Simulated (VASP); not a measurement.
La: single point with PBEsol

The system is La.

```
CELL_PARAMETERS angstrom
4.34058 0.00000 0.00000
-2.17029 3.75906 0.00000
0.00000 0.00000 11.07183
ATOMIC_POSITIONS crystal
La 0.33333 0.66667 0.85459
La 0.66667 0.33333 0.14541
```

```yaml
Program: VASP 6.6.1
Task: single point
Functional: PBEsol
Potentials_or_basis: VASP PAW PBE potentials, release 64 (La)
Cutoff: 520 eV
k_mesh: 6 × 6 × 2
Occupations: methfessel-paxton, width 0.1 eV
Spin: no spin polarisation
Dipole_correction: no
Further_INCAR_settings: ALGO = Normal; EDIFF = 1e-06; NBANDS = 18
```

- Pressure: -4.2 GPa
- Largest force: 1.027 eV/Å
- Band gap on the k mesh: zero (band 11 reaches 2.05 eV, above the bottom of band 12 at 1.76 eV)

Forces in eV/Å, atoms in the order of the input:
```
La   0.000  0.000  1.027
La   0.000  0.000 -1.027
```

Stress tensor (GPa, compression positive):
```
-4.73  0.00  0.00
 0.00 -4.73  0.00
 0.00  0.00 -3.27
```

Levels at points of the mesh, in eV from the Fermi level:
```
           k point  band 7  band 8  band 9  band 10  band 11  band 12  band 13  band 14  band 15  band 16
(0.00, 0.00, 0.00)  -17.15  -17.15   -2.59    -1.64     0.25     0.43     0.62     0.73     0.82     0.83
(0.50, 0.00, 0.00)  -17.27  -17.20   -0.92    -0.89    -0.36     0.40     0.69     0.76     0.80     0.82
(0.00, 0.00, 0.50)  -17.15  -17.15   -2.55    -1.70    -0.07     0.61     0.71     0.75     0.83     0.83
(0.50, 0.00, 0.50)  -17.27  -17.20   -0.92    -0.90    -0.35     0.36     0.70     0.76     0.81     0.82
```

Run time: 33 s on 1 thread of Intel(R) Xeon(R) Platinum 8559C (Emerald Rapids) (shared host), peak memory 0.28 GiB.

Caveat: the PAW data sets were made with another functional, which shifts forces and pressure a little; spin-orbit coupling is left out, which moves the levels of the heavy elements.
